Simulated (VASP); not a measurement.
H5CF, 28 atoms in the cell. The cell holds an amorphous packing of atoms, 28 atoms: a = 7.294 Å, b = 7.294 Å, c = 7.294 Å, α = 90.00°, β = 90.00°, γ = 90.00°. 

- Program: VASP 6.6.1
- Task: single point
- Functional: PBE
- Potentials or basis: VASP PAW PBE potentials, release 64 (F, H, C)
- Cutoff: 520 eV
- k mesh: 1 × 1 × 1
- Occupations: fermi-dirac, width 0.02 eV
- Spin: no spin polarisation
- Dipole correction: no
- Further INCAR settings: LREAL = Auto; ALGO = Normal; EDIFF = 1e-06; NBANDS = 52

Potentials or basis: VASP PAW PBE potentials, release 64 (F, H, C).

Command:

```bash
$ cat potpaw_PBE.64/F/POTCAR potpaw_PBE.64/H/POTCAR potpaw_PBE.64/C/POTCAR > POTCAR
$ mpirun -np 1 vasp_gam > vasp.out
```

Hardware: 1 thread of Intel(R) Xeon(R) Platinum 8259CL CPU @ 2.50GHz (Skylake/Cascade Lake), with other jobs on the host.

Problem. Estimate the wall time of this run.

Solution. Run time: 44 s on 1 thread of Intel(R) Xeon(R) Platinum 8259CL CPU @ 2.50GHz (Skylake/Cascade Lake), on a shared host, peak memory 0.37 GiB. Counts: scf iterations 16, k points 1.
